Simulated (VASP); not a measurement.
# Rh (P6_3/mmc) in VASP: further runs, part 2 of 2

VASP 6.6.1. The steps go on from the part before.

**4. Single point, PBEsol (13.55 Å³/atom)**

This run uses another cell than the first one, of 13.55 Å³/atom.

The input, INCAR:

```
SYSTEM = Rh
PREC = Accurate
ENCUT = 520
EDIFF = 1E-6
ISMEAR = 0
SIGMA = 0.15
LREAL = .FALSE.
LASPH = .TRUE.
NELM = 60
ALGO = Fast
ISIF = 2
LWAVE = .FALSE.
LCHARG = .FALSE.
GGA = PS
NBANDS = 22
```

The input, KPOINTS:

```
regular mesh
0
G
  21 21 12
  0 0 0
```

The input, POSCAR:

```
Rh
1.0
    2.7250990172      0.0000000000      0.0000000000
   -1.3625495086      2.3600049768      0.0000000000
    0.0000000000      0.0000000000      4.2149106500
Rh
2
Direct
    0.6666666667      0.3333333333      0.7500000000
    0.3333333333      0.6666666667      0.2500000000
```

Potentials or basis: VASP PAW PBE potentials, release 64 (Rh_pv).

The run is started by

```bash
$ cat potpaw_PBE.64/Rh_pv/POTCAR > POTCAR
$ mpirun -np 1 vasp_std > vasp.out
```

OUTCAR:

```text
SYSTEM = Rh
   PREC = Accurate
   ENCUT = 520
   EDIFF = 1E-6
   ISMEAR = 0
   LREAL = .FALSE.
   LASPH = .TRUE.
   NELM = 60
   ISIF = 2
   GGA = PS

 ion  position               nearest neighbor table
   1  0.667  0.333  0.750-   2 2.63   2 2.63   2 2.63   2 2.63   2 2.63   2 2.63
   2  0.333  0.667  0.250-   1 2.63   1 2.63   1 2.63   1 2.63   1 2.63   1 2.63

  LATTYP: Found a hexagonal cell.
 ALAT       =     2.7250990172
 C/A-ratio  =     1.5467000000

  Lattice vectors:

 A1 = (   2.7250990172,   0.0000000000,   0.0000000000)
 A2 = (  -1.3625495086,   2.3600049768,   0.0000000000)
 A3 = (   0.0000000000,   0.0000000000,   4.2149106500)

Analysis of symmetry for initial positions (statically):
=====================================================================
 Subroutine PRICEL returns:
 Original cell was already a primitive cell.

 Routine SETGRP: Setting up the symmetry group for a
 hexagonal supercell.

 Subroutine GETGRP returns: Found 24 space group operations
 (whereof 12 operations were pure point group operations)
 out of a pool of 24 trial point group operations.

The static configuration has the point symmetry D_3d.
 The point group associated with its full space group is D_6h.

Analysis of symmetry for dynamics (positions and initial velocities):
=====================================================================
 Subroutine PRICEL returns:
 Original cell was already a primitive cell.

 Routine SETGRP: Setting up the symmetry group for a
 hexagonal supercell.

 Subroutine GETGRP returns: Found 24 space group operations
 (whereof 12 operations were pure point group operations)
 out of a pool of 24 trial point group operations.

The dynamic configuration has the point symmetry D_3d.
 The point group associated with its full space group is D_6h.

 Subroutine INISYM returns: Found 24 space group operations
 (whereof 12 operations are pure point group operations),
 and found     1 'primitive' translations

[... 109 lines left out ...]
   ISMEAR =     0;   SIGMA  =   0.15  broadening in eV -4-tet -1-fermi 0-gaus
   EFERMI_NEDOS =   21; number of points for ismear=-14 and -15
   IALGO  =     68    algorithm
   IMIX   =      4    mixing-type and parameters
     AMIX     =   0.40;   BMIX     =  1.00
     AMIX_MAG =   1.60;   BMIX_MAG =  1.00
  volume/ion in A,a.u.               =      13.55        91.46
  Fermi-wavevector in a.u.,A,eV,Ry     =   1.693379  3.200021 39.015127  2.867531
  Thomas-Fermi vector in A             =   2.774795
   LORBIT       =      0    0 simple, 1 ext, 2 COOP (PROOUT), +10 PAW based schemes
   GGA     = PS    functional components
   LHFCALC =     F    Hartree Fock is set to
   AEXX    =    0.0000 exact exchange contribution
   IVDW    =     0    specifies the selected vdW correction
   LEPSILON=     F    determine dielectric tensor
   LRPA    =     F    only Hartree local field effects (RPA)
 non-spin polarized calculation
 RMM-DIIS sequential band-by-band and
 Gauss-broadening in eV      SIGMA  =   0.15
  energy-cutoff  :      520.00
  volume of cell :       27.11
 maximum number of plane-waves:       745
   NGX = 11   NGY = 11   NGZ = 15

 number of electron      29.9999997 magnetization

 Free energy of the ion-electron system (eV)
  ---------------------------------------------------
  ext. energy  EPLUGINS =         0.00000000
  ---------------------------------------------------
  free energy    TOTEN  =       -16.18399666 eV

  energy without entropy =      -16.14629633  energy(sigma->0) =      -16.16514649

 E-fermi :  12.1450     XC(G=0): -14.3058

 val. band max:       12.1432451026   @ k =   0.0000   0.0000   0.3333
 cond. band min:      12.1481613377   @ k =   0.3810   0.0952   0.0833
 fundamental gap:      0.0049162351
 Fermi energy:        12.1450376324

 k-point     1 :       0.0000    0.0000    0.0000
  band No.  band energies     occupation
      1     -35.1980      2.00000
      2     -34.4562      2.00000
      3     -34.4562      2.00000
      4     -34.3211      2.00000
      5     -34.3126      2.00000
      6     -34.3126      2.00000
[... 589 lines left out ...]
     21      27.3570      0.00000
     22      29.7042      0.00000

 [... further k-points ...]

------------------------ aborting loop because EDIFF is reached ----------------------------------------

  FORCE on cell =-STRESS in cart. coord.  units (eV):
  Direction    XX          YY          ZZ          XY          YZ          ZX
  --------------------------------------------------------------------------------------
  -------------------------------------------------------------------------------------
  Total       -0.5537463     -0.5537463      1.4980398      0.0000000      0.0000000      0.0000000
  in kB      -32.7293869    -32.7293869     88.5422078      0.0000000      0.0000000      0.0000000
  external PRESSURE =       7.6944780 kB  Pullay stress =       0.0000000 kB

 VOLUME and BASIS-vectors are now :
 -----------------------------------------------------------------------------
  energy-cutoff  :      520.00
  volume of cell :       27.11
      direct lattice vectors                 reciprocal lattice vectors
     2.725099017  0.000000000  0.000000000     0.366959143  0.211863960  0.000000000
    -1.362549509  2.360004977  0.000000000     0.000000000  0.423727920  0.000000000
     0.000000000  0.000000000  4.214910650     0.000000000  0.000000000  0.237252953

 POSITION                                       TOTAL-FORCE (eV/Angst)
 -----------------------------------------------------------------------------------
      1.36255      0.78667      3.16118        -0.000000      0.000000      0.000000
     -0.00000      1.57334      1.05373         0.000000     -0.000000      0.000000
 -----------------------------------------------------------------------------------
    total drift:                               -0.000000      0.000000     -0.000000

  FREE ENERGIE OF THE ION-ELECTRON SYSTEM (eV)
  ---------------------------------------------------
  free  energy   TOTEN  =       -16.1839966573 eV

  energy  without entropy=      -16.1462963256  energy(sigma->0) =      -16.16514649
```

OSZICAR:

```text
N       E                     dE             d eps       ncg     rms          rms(c)
DAV:   1     0.325001814382E+03    0.32500E+03   -0.19069E+04 14878   0.160E+03
DAV:   2    -0.102369075895E+02   -0.33524E+03   -0.32311E+03 15330   0.475E+02
DAV:   3    -0.173558456637E+02   -0.71189E+01   -0.70773E+01 17322   0.780E+01
DAV:   4    -0.174023952259E+02   -0.46550E-01   -0.46545E-01 16384   0.634E+00
DAV:   5    -0.174031157650E+02   -0.72054E-03   -0.72053E-03 17688   0.817E-01    0.165E+01
RMM:   6    -0.162337467968E+02    0.11694E+01   -0.25669E+00 15191   0.136E+01    0.546E+00
RMM:   7    -0.161925499587E+02    0.41197E-01   -0.13041E-01 15598   0.293E+00    0.223E+00
RMM:   8    -0.161854784677E+02    0.70715E-02   -0.28321E-02 16188   0.167E+00    0.523E-01
RMM:   9    -0.161839551533E+02    0.15233E-02   -0.39298E-03 17394   0.593E-01    0.187E-02
RMM:  10    -0.161839964578E+02   -0.41305E-04   -0.37448E-04 17466   0.200E-01    0.161E-02
RMM:  11    -0.161839976224E+02   -0.11645E-05   -0.33399E-05 18414   0.567E-02    0.713E-03
RMM:  12    -0.161839964446E+02    0.11778E-05   -0.86843E-06 16667   0.230E-02    0.183E-03
RMM:  13    -0.161839966573E+02   -0.21276E-06   -0.14300E-06 11096   0.110E-02
   1 F= -.16183997E+02 E0= -.16165146E+02  d E =-.377003E-01
```

Wall time 4.5 min (1 thread of AMD EPYC, shared host); peak memory 0.22 GiB.

Results:

```
Free energy            : -16.1840 eV
Pressure               : 0.8 GPa
Band gap on the k mesh : zero (bands 15 and 16 overlap by 2.37 eV)
```

Stress tensor (GPa, compression positive):
```
-3.27  0.00  0.00
 0.00 -3.27  0.00
 0.00  0.00  8.85
```

Caveat: the stress differs along the axes, from -3 to 9 GPa; the PAW data sets were made with another functional, which shifts forces and pressure a little.

**5. Single point, PBEsol (13.55 Å³/atom)**

This run uses another cell than the first one, of 13.55 Å³/atom.

The input, INCAR:

```
ALGO = Fast
EDIFF = 1E-6
ENCUT = 520
GGA = PS
ISIF = 2
ISMEAR = 0
LASPH = True
LCHARG = False
LREAL = False
LWAVE = False
NBANDS = 22
NELM = 80
PREC = Accurate
SIGMA = 0.15
```

The input, KPOINTS:

```
k-points
0
Gamma
  21 21 12
```

The input, POSCAR:

```
Rh
1.0
    2.6530312782      0.0000000000      0.0000000000
   -1.3265156391      2.2975924840      0.0000000000
    0.0000000000      0.0000000000      4.4470110286
Rh
2
Direct
    0.6666666667      0.3333333333      0.7500000000
    0.3333333333      0.6666666667      0.2500000000
```

The run is started by

```bash
$ cat potpaw_PBE.64/Rh_pv/POTCAR > POTCAR
$ mpirun -np 1 vasp_std > vasp.out
```

Wall time 5.1 min (1 thread of AMD EPYC, shared host); peak memory 0.23 GiB.

Results (log left out):

- Free energy: -16.1898 eV
- Pressure: 0.2 GPa
- Band gap on the k mesh: zero (bands 15 and 16 overlap by 2.52 eV)

Stress tensor (GPa, compression positive):
```
 3.92  0.00  0.00
 0.00  3.92  0.00
 0.00  0.00 -7.19
```

Levels at points of the mesh, in eV from the Fermi level:
| k point | band 11 | band 12 | band 13 | band 14 | band 15 | band 16 | band 17 | band 18 | band 19 | band 20 |
| --- | --- | --- | --- | --- | --- | --- | --- | --- | --- | --- |
| (0.00, 0.00, 0.00) | -3.09 | -2.62 | -2.62 | -1.68 | -1.68 | 0.19 | 0.19 | 0.29 | 8.22 | 16.06 |
| (0.00, 0.00, 0.50) | -3.14 | -3.14 | -3.14 | -3.14 | -0.40 | -0.40 | -0.40 | -0.40 | 14.49 | 14.49 |

Caveat: the stress differs along the axes, from -7 to 4 GPa; the PAW data sets were made with another functional, which shifts forces and pressure a little.

**6. Single point, PBEsol (13.55 Å³/atom)**

This run uses another cell than the first one, of 13.55 Å³/atom.

The input, INCAR:

```
ALGO = Fast
EDIFF = 1E-6
ENCUT = 520
GGA = PS
ISIF = 2
ISMEAR = 0
LASPH = T
LCHARG = F
LREAL = F
LWAVE = F
NBANDS = 22
NELM = 100
PREC = Accurate
SIGMA = 0.15
```

KPOINTS is that of step 5.

The input, POSCAR:

```
Rh
1.0
    2.7991276436      0.0000000000      0.0000000000
   -1.3995638218      2.4241156478      0.0000000000
    0.0000000000      0.0000000000      3.9949149730
Rh
2
Direct
    0.6666666667      0.3333333333      0.7500000000
    0.3333333333      0.6666666667      0.2500000000
```

Potentials or basis: VASP PAW PBE potentials, release 64 (Rh_pv).

The run is started by

```bash
$ cat potpaw_PBE.64/Rh_pv/POTCAR > POTCAR
$ mpirun -np 1 vasp_std > vasp.out
```

OUTCAR:

```text
EDIFF = 1E-6
   ENCUT = 520
   GGA = PS
   ISIF = 2
   ISMEAR = 0
   LASPH = T
   LREAL = F
   NELM = 100
   PREC = Accurate

 ion  position               nearest neighbor table
   1  0.667  0.333  0.750-   2 2.57   2 2.57   2 2.57   2 2.57   2 2.57   2 2.57
   2  0.333  0.667  0.250-   1 2.57   1 2.57   1 2.57   1 2.57   1 2.57   1 2.57

  LATTYP: Found a hexagonal cell.
 ALAT       =     2.7991276436
 C/A-ratio  =     1.4272000000

  Lattice vectors:

[... 789 lines left out ...]
 [... further k-points ...]

------------------------ aborting loop because EDIFF is reached ----------------------------------------

  FORCE on cell =-STRESS in cart. coord.  units (eV):
  Direction    XX          YY          ZZ          XY          YZ          ZX
  --------------------------------------------------------------------------------------
  -------------------------------------------------------------------------------------
  Total       -0.9061129     -0.9061129      4.4022084     -0.0000000     -0.0000000      0.0000000
  in kB      -53.5561489    -53.5561489    260.1941964     -0.0000000     -0.0000000      0.0000000
  external PRESSURE =      51.0272996 kB  Pullay stress =       0.0000000 kB

 VOLUME and BASIS-vectors are now :
 -----------------------------------------------------------------------------
  energy-cutoff  :      520.00
  volume of cell :       27.11
      direct lattice vectors                 reciprocal lattice vectors
     2.799127644  0.000000000  0.000000000     0.357254162  0.206260786  0.000000000
    -1.399563822  2.424115648  0.000000000     0.000000000  0.412521573  0.000000000
     0.000000000  0.000000000  3.994914973     0.000000000  0.000000000  0.250318219

 POSITION                                       TOTAL-FORCE (eV/Angst)
 -----------------------------------------------------------------------------------
      1.39956      0.80804      2.99619         0.000000     -0.000000      0.000000
     -0.00000      1.61608      0.99873        -0.000000      0.000000      0.000000
 -----------------------------------------------------------------------------------
    total drift:                               -0.000000      0.000000     -0.000000

  FREE ENERGIE OF THE ION-ELECTRON SYSTEM (eV)
  ---------------------------------------------------
  free  energy   TOTEN  =       -15.9847423248 eV

  energy  without entropy=      -15.9443611881  energy(sigma->0) =      -15.96455176
```

stdout:

```text
POSCAR found type information on POSCAR Rh
 POSCAR found :  1 types and       2 ions
 scaLAPACK will be used
 -----------------------------------------------------------------------------
|                                                                             |
|                                                                             |
|     You enforced a specific xc type in the INCAR file but a different       |
|     I HOPE YOU KNOW WHAT YOU ARE DOING!                                     |
|                                                                             |
 -----------------------------------------------------------------------------

 LDA part: xc-table for (Slater+PW92), standard interpolation
 POSCAR, INCAR and KPOINTS ok, starting setup
 FFT: planning ... GRIDC
 FFT: planning ... GRID_SOFT
 FFT: planning ... GRID
 WAVECAR not read
 entering main loop
```

It took 5.4 min on 1 thread of AMD EPYC, shared host; peak memory 0.23 GiB.

Results:

| Property | Result |
| --- | --- |
| Free energy | -15.9847 eV |
| Pressure | 5.1 GPa |
| Band gap on the k mesh | zero (bands 15 and 16 overlap by 1.94 eV) |

Caveat: the stress differs along the axes, from -5 to 26 GPa; the PAW data sets were made with another functional, which shifts forces and pressure a little.

**7. Overview**

```tsv
cell	gap on the mesh (eV)	pressure (GPa)
a = 2.724, b = 2.724, c = 4.048 Å, angles 90.0, 90.0, 120.0°, 2 atoms	none	16.1
a = 2.582, b = 2.582, c = 4.506 Å, angles 90.0, 90.0, 120.0°, 2 atoms	none	15.0
a = 2.725, b = 2.725, c = 4.215 Å, angles 90.0, 90.0, 120.0°, 2 atoms	none	0.8
a = 2.653, b = 2.653, c = 4.447 Å, angles 90.0, 90.0, 120.0°, 2 atoms	none	0.2
a = 2.799, b = 2.799, c = 3.995 Å, angles 90.0, 90.0, 120.0°, 2 atoms	none	5.1
```

Alike in all rows: task single point; level PBEsol; potentials or basis VASP PAW PBE potentials, release 64 (Rh_pv); no spin polarisation; k mesh 21 × 21 × 12; cutoff (eV) 520; smearing gaussian 0.15 eV.

Caveats: the PAW data sets were made with another functional, which shifts forces and pressure a little; the stress differs along the axes, from 7 to 34 GPa (at least some runs); the stress differs along the axes, from -3 to 24 GPa (at least some runs); the stress differs along the axes, from -3 to 9 GPa (at least some runs); the stress differs along the axes, from -7 to 4 GPa (at least some runs); the stress differs along the axes, from -5 to 26 GPa (at least some runs).

Total energies depend on the potentials used, so only differences within one code and one set of settings carry meaning.
